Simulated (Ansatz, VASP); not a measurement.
One calculation of In3Cu, two programs

The input INCAR:

```
SYSTEM = In3Cu
ALGO     = Fast           ! electronic algorithm
EDIFF    = 1E-6           ! SCF threshold, eV
ENCUT    = 520            ! plane-wave cutoff, eV
ISIF     = 2              ! what is computed and relaxed
ISMEAR   = 0              ! smearing method
LASPH    = .True.         ! aspherical terms in the spheres
LCHARG   = .True.         ! write CHGCAR
LELF     = .True.         ! ELF
LREAL    = .False.        ! projectors in reciprocal space
LVHAR    = .True.       
LWAVE    = .False.        ! write WAVECAR
NBANDS   = 33             ! bands
NELM     = 60             ! most SCF steps
PREC     = Accurate       ! precision mode
SIGMA    = 0.15           ! smearing width, eV
```

KPOINTS

```
k-points
0
Gamma
  10 10 10
  0 0 0
```

File POSCAR:

```
In3Cu
1.0
    4.3706526212     -0.0770942796     -0.0770942796
   -0.0770942796      4.3706526212     -0.0770942796
   -0.0770942796     -0.0770942796      4.3706526212
In Cu
3 1
Direct
    0.0000000000      0.5000000000      0.5000000000
    0.5000000000      0.0000000000      0.5000000000
    0.5000000000      0.5000000000      0.0000000000
    0.0000000000      0.0000000000      0.0000000000
```

Input for Ansatz:

```yaml
crystal:
  lattice:
    - [4.3706526212, -0.0770942796, -0.0770942796]
    - [-0.0770942796, 4.3706526212, -0.0770942796]
    - [-0.0770942796, -0.0770942796, 4.3706526212]
  atoms:
    - { symbol: In, position: [0.0, 0.5, 0.5] }
    - { symbol: In, position: [0.5, 0.0, 0.5] }
    - { symbol: In, position: [0.5, 0.5, 0.0] }
    - { symbol: Cu, position: [0.0, 0.0, 0.0] }
basis:
  ecutwfc: 520.0
kpoints:
  mp_grid: { grid: [10, 10, 10] }
hamiltonian:
  xc: lda
scf:
  occupations: { method: gaussian, width: 0.15 }
output:
  forces: true
  stress: true
  eigenvalues: true
```

Alike in both runs: task single point; functional LDA; k mesh 10 × 10 × 10; occupations gaussian, width 0.15 eV; no spin polarisation.

```csv
,VASP,Ansatz
version,VASP 6.6.1,Ansatz 0.2.0
potentials or method,"VASP PAW LDA potentials, release 64 (In_d, Cu), cutoff 520 eV","scalar-relativistic, plane waves, PAW"
valence electrons in the cell,50,58
```

|  | VASP | Ansatz | Ansatz less VASP |
| --- | --- | --- | --- |
| gap on the k mesh at the Fermi level (eV) | none | none | - |
| pressure (GPa) | -1.7 | -1.7 | +0.08 |

LDA's correlation is that of Perdew and Zunger in VASP and of Perdew and Wang (1992) in Ansatz. A gap of «none» marks a metal or a gap that the smearing closes. VASP's potentials hold 50 valence electrons a cell and Ansatz's 58, so a difference there can come from the potentials and not from the codes.
